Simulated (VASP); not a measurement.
# HgTe (zincblende type) (F-43m) in VASP: a series of runs, part 2 of 2

VASP 6.6.1.

### Step 3. Single point, PBEsol (volume scaled by 0.72)

File INCAR:

```
PREC     = Accurate       # precision mode
ENCUT    = 520            # plane-wave cutoff, eV
EDIFF    = 1E-6           # SCF threshold, eV
ISMEAR   = -1             # smearing method
SIGMA    = 0.05           # smearing width, eV
LREAL    = False          # projectors in reciprocal space
LASPH    = True           # aspherical terms in the spheres
NELM     = 100            # most SCF steps
ALGO     = Normal         # electronic algorithm
ISIF     = 2              # what is computed and relaxed
LWAVE    = False          # write WAVECAR
LCHARG   = False          # write CHGCAR
GGA      = PS             # functional
NBANDS   = 16             # bands
```

File KPOINTS:

```
regular mesh
0
Gamma
  12 12 12
```

File POSCAR:

```
HgTe
1.0
    0.0000000000      2.9181635056      2.9181635056
    2.9181635056      0.0000000000      2.9181635056
    2.9181635056      2.9181635056      0.0000000000
Hg Te
1 1
Direct
    0.0000000000      0.0000000000      0.0000000000
    0.2500000000      0.2500000000      0.2500000000
```

Potentials or basis: VASP PAW PBE potentials, release 64 (Hg, Te).

On the command line:

```console
> cat potpaw_PBE.64/Hg/POTCAR potpaw_PBE.64/Te/POTCAR > POTCAR
> mpirun -np 1 vasp_std > vasp.out
```

OUTCAR:

```text
PREC = Accurate
   ENCUT = 520
   EDIFF = 1E-6
   ISMEAR = -1
   LREAL = False
   LASPH = True
   NELM = 100
   ISIF = 2
   GGA = PS

 ion  position               nearest neighbor table
   1  0.000  0.000  0.000-   2 2.53   2 2.53   2 2.53   2 2.53
   2  0.250  0.250  0.250-   1 2.53   1 2.53   1 2.53   1 2.53

  LATTYP: Found a face centered cubic cell.
 ALAT       =     5.8363270112

  Lattice vectors:

 A1 = (   0.0000000000,   2.9181635056,   2.9181635056)
 A2 = (   2.9181635056,   0.0000000000,   2.9181635056)
 A3 = (   2.9181635056,   2.9181635056,   0.0000000000)

Analysis of symmetry for initial positions (statically):
=====================================================================
 Subroutine PRICEL returns:
 Original cell was already a primitive cell.

 Routine SETGRP: Setting up the symmetry group for a
 face centered cubic supercell.

 Subroutine GETGRP returns: Found 24 space group operations
 (whereof 24 operations were pure point group operations)
 out of a pool of 48 trial point group operations.

The static configuration has the point symmetry T_d .

[... 157 lines left out ...]
  energy without entropy =       -2.96101297  energy(sigma->0) =       -2.96110410

 E-fermi :   6.9873     XC(G=0): -10.3973

 val. band max:        6.9196440796   @ k =   0.0000   0.0000   0.0000
 cond. band min:       7.5091798034   @ k =   0.5000   0.0000   0.0000
 fundamental gap:      0.5895357238
 Fermi energy:         6.9872698100

 k-point     1 :       0.0000    0.0000    0.0000
  band No.  band energies     occupation
      1      -7.9809      2.00000
      2      -2.8437      2.00000
      3      -2.8437      2.00000
      4      -2.8437      2.00000
      5      -1.8594      2.00000
      6      -1.8594      2.00000
[... 433 lines left out ...]
      3      -2.5318      2.00000
      4      -1.9578      2.00000
      5      -1.8450      2.00000
      6      -1.4850      2.00000
[... 8 lines left out ...]
     15      16.3357      0.00000
     16      16.5504      0.00000

 [... further k-points ...]

------------------------ aborting loop because EDIFF is reached ----------------------------------------

  FORCE on cell =-STRESS in cart. coord.  units (eV):
  Direction    XX          YY          ZZ          XY          YZ          ZX
  --------------------------------------------------------------------------------------
  -------------------------------------------------------------------------------------
  Total       10.0812503     10.0812503     10.0812503      0.0000000      0.0000000      0.0000000
  in kB      324.9870965    324.9870965    324.9870965      0.0000000      0.0000000      0.0000000
  external PRESSURE =     324.9870965 kB  Pullay stress =       0.0000000 kB

 VOLUME and BASIS-vectors are now :
 -----------------------------------------------------------------------------
  energy-cutoff  :      520.00
  volume of cell :       49.70
      direct lattice vectors                 reciprocal lattice vectors
     0.000000000  2.918163506  2.918163506    -0.171340639  0.171340639  0.171340639
     2.918163506  0.000000000  2.918163506     0.171340639 -0.171340639  0.171340639
     2.918163506  2.918163506  0.000000000     0.171340639  0.171340639 -0.171340639

 POSITION                                       TOTAL-FORCE (eV/Angst)
 -----------------------------------------------------------------------------------
      0.00000      0.00000      0.00000        -0.000000     -0.000000     -0.000000
      1.45908      1.45908      1.45908         0.000000      0.000000      0.000000
 -----------------------------------------------------------------------------------
    total drift:                               -0.000000     -0.000000     -0.000000

  FREE ENERGIE OF THE ION-ELECTRON SYSTEM (eV)
  ---------------------------------------------------
  free  energy   TOTEN  =        -2.9611952311 eV

  energy  without entropy=       -2.9610129664  energy(sigma->0) =       -2.96110410
```

OSZICAR:

```text
N       E                     dE             d eps       ncg     rms          rms(c)
DAV:   1     0.111856959400E+03    0.11186E+03   -0.85757E+03  2320   0.102E+03
DAV:   2    -0.126561889874E-02   -0.11186E+03   -0.10556E+03  2712   0.246E+02
DAV:   3    -0.327759889702E+01   -0.32763E+01   -0.32704E+01  2856   0.432E+01
DAV:   4    -0.330311462800E+01   -0.25516E-01   -0.25514E-01  3136   0.367E+00
DAV:   5    -0.330342033768E+01   -0.30571E-03   -0.30571E-03  2992   0.315E-01    0.152E+01
DAV:   6    -0.299572388841E+01    0.30770E+00   -0.53484E-01  2736   0.112E+01    0.108E+01
DAV:   7    -0.296511451097E+01    0.30609E-01   -0.17261E-01  2816   0.328E+00    0.256E+00
DAV:   8    -0.296145463987E+01    0.36599E-02   -0.24987E-02  2552   0.202E+00    0.906E-01
DAV:   9    -0.296119727364E+01    0.25737E-03   -0.13283E-03  3032   0.333E-01    0.265E-01
DAV:  10    -0.296119296713E+01    0.43065E-05   -0.10236E-04  2944   0.824E-02    0.541E-02
DAV:  11    -0.296119624580E+01   -0.32787E-05   -0.17643E-05  3016   0.432E-02    0.292E-02
DAV:  12    -0.296119518473E+01    0.10611E-05   -0.30419E-06  2480   0.217E-02    0.411E-03
DAV:  13    -0.296119523109E+01   -0.46357E-07   -0.61271E-07  1760   0.461E-03
   1 F= -.29611952E+01 E0= -.29611041E+01  d E =-.182265E-03
```

Wall time 22 s (1 thread of Intel Xeon Platinum 8488C (Sapphire Rapids), shared host); peak memory 0.21 GiB.

What came out:

- Free energy: -2.9612 eV
- Pressure: 32.5 GPa
- Band gap on the k mesh: zero (filled and empty bands touch)

Caveat: the PAW data sets were made with another functional, which shifts forces and pressure a little; spin-orbit coupling is left out, which moves the levels of the heavy elements.

### Step 4. Single point, PBEsol (volume scaled by 0.8)

File INCAR:

```
ALGO = Normal
EDIFF = 1E-6
ENCUT = 520
GGA = PS
ISIF = 2
ISMEAR = -1
LASPH = T
LCHARG = T
LELF = T
LREAL = F
LVHAR = T
LWAVE = F
NBANDS = 16
NELM = 60
PREC = Accurate
SIGMA = 0.05
```

File KPOINTS:

```
k-points
0
Gamma
  12 12 12
```

File POSCAR:

```
HgTe
1.0
    0.0000000000      3.0224708340      3.0224708340
    3.0224708340      0.0000000000      3.0224708340
    3.0224708340      3.0224708340      0.0000000000
Hg Te
1 1
Direct
    0.0000000000      0.0000000000      0.0000000000
    0.2500000000      0.2500000000      0.2500000000
```

On the command line:

```console
> cat potpaw_PBE.64/Hg/POTCAR potpaw_PBE.64/Te/POTCAR > POTCAR
> mpirun -np 1 vasp_std > vasp.out
```

Run time: 23 s. Hardware: 1 thread of Intel Xeon Platinum 8488C (Sapphire Rapids), shared host; peak memory 0.22 GiB.

The run converged. Its results:

```
Free energy            : -3.7905 eV
Pressure               : 16.9 GPa
Band gap on the k mesh : zero (filled and empty bands touch)
```

Levels at points of the mesh, in eV from the Fermi level:
```csv
k point,band 5,band 6,band 7,band 8,band 9,band 10,band 11,band 12,band 13,band 14
"(0.00, 0.00, 0.00)",-8.04,-8.04,-0.35,-0.07,-0.07,-0.07,3.65,3.65,3.65,6.05
"(0.50, 0.00, 0.00)",-8.01,-7.62,-7.13,-1.55,-1.55,0.55,4.63,4.63,6.27,8.38
"(0.50, 0.50, 0.00)",-7.95,-7.35,-6.76,-3.38,-3.38,1.52,1.72,8.90,9.56,9.56
```

Caveat: the PAW data sets were made with another functional, which shifts forces and pressure a little; spin-orbit coupling is left out, which moves the levels of the heavy elements.

### Step 5. Single point, PBEsol (volume scaled by 0.88)

File INCAR:

```
SYSTEM = HgTe
ALGO = Normal
EDIFF = 1E-7
ENCUT = 520
GGA = PS
ISIF = 2
ISMEAR = -1
LASPH = .True.
LCHARG = .False.
LREAL = .False.
LWAVE = .False.
NBANDS = 16
NELM = 60
PREC = Accurate
SIGMA = 0.05
```

File KPOINTS:

```
k-points
0
Gamma
  12 12 12
  0 0 0
```

File POSCAR:

```
HgTe
1.0
    0.0000000000      3.1200365415      3.1200365415
    3.1200365415      0.0000000000      3.1200365415
    3.1200365415      3.1200365415      0.0000000000
Hg Te
1 1
Direct
    0.0000000000      0.0000000000      0.0000000000
    0.2500000000      0.2500000000      0.2500000000
```

On the command line:

```console
> cat potpaw_PBE.64/Hg/POTCAR potpaw_PBE.64/Te/POTCAR > POTCAR
> mpirun -np 1 vasp_std > vasp.out
```

Run time: 33 s. Hardware: 1 thread of Intel Xeon Platinum 8488C (Sapphire Rapids), shared host; peak memory 0.25 GiB.

Results (log left out):

| Property | Result |
| --- | --- |
| Free energy | -4.2009 eV |
| Pressure | 7.6 GPa |
| Band gap on the k mesh | zero (filled and empty bands touch) |

Levels at points of the mesh, in eV from the Fermi level:
| k point | band 7 | band 8 | band 9 | band 10 | band 11 | band 12 |
| --- | --- | --- | --- | --- | --- | --- |
| (0.00, 0.00, 0.00) | -0.62 | -0.08 | -0.08 | -0.08 | 3.88 | 3.88 |
| (0.50, 0.00, 0.00) | -6.38 | -1.31 | -1.31 | 0.55 | 4.77 | 4.77 |
| (0.50, 0.50, 0.00) | -6.16 | -2.88 | -2.88 | 1.66 | 2.00 | 8.44 |

Caveat: the PAW data sets were made with another functional, which shifts forces and pressure a little; spin-orbit coupling is left out, which moves the levels of the heavy elements.

### Step 6. Single point, PBEsol (volume scaled by 0.88)

File INCAR:

```
  ALGO = Normal
  EDIFF = 1E-7
  ENCUT = 520
  GGA = PS
  ISIF = 2
  ISMEAR = -1
  LASPH = True
  LCHARG = False
  LREAL = False
  LWAVE = False
  NBANDS = 16
  NELM = 80
  PREC = Accurate
  SIGMA = 0.05
```

File KPOINTS:

```
k-points
0
Gamma
  12 12 12
```

POSCAR is that of step 5.

Potentials or basis: VASP PAW PBE potentials, release 64 (Hg, Te).

On the command line:

```console
> cat potpaw_PBE.64/Hg/POTCAR potpaw_PBE.64/Te/POTCAR > POTCAR
> mpirun -np 1 vasp_std > vasp.out
```

Wall time 34 s (1 thread of Intel Xeon Platinum 8488C (Sapphire Rapids), shared host); peak memory 0.25 GiB.

It converged, with:

```yaml
Free_energy: -4.2009 eV
Pressure: 7.6 GPa
Band_gap_on_the_k_mesh: zero (filled and empty bands touch)
```

Levels at points of the mesh, in eV from the Fermi level:
```
           k point  band 7  band 8  band 9  band 10  band 11  band 12
(0.00, 0.00, 0.00)   -0.62   -0.08   -0.08    -0.08     3.88     3.88
(0.50, 0.00, 0.00)   -6.38   -1.31   -1.31     0.55     4.77     4.77
(0.50, 0.50, 0.00)   -6.16   -2.88   -2.88     1.66     2.00     8.44
```

Caveat: the PAW data sets were made with another functional, which shifts forces and pressure a little; spin-orbit coupling is left out, which moves the levels of the heavy elements.

### Step 7. Overview

```tsv
cell	gap on the mesh (eV)	pressure (GPa)
a = 4.127 Å, angles 60.0°, 2 atoms	none	32.5
a = 4.274 Å, angles 60.0°, 2 atoms	none	16.9
a = 4.412 Å, angles 60.0°, 2 atoms	none	7.6
```

Alike in all rows: task single point; level PBEsol; potentials or basis VASP PAW PBE potentials, release 64 (Hg, Te); no spin polarisation; k mesh 12 × 12 × 12; cutoff (eV) 520; smearing fermi-dirac 0.05 eV.

Caveats: the PAW data sets were made with another functional, which shifts forces and pressure a little; spin-orbit coupling is left out, which moves the levels of the heavy elements.

Total energies depend on the potentials used, so only differences within one code and one set of settings carry meaning.
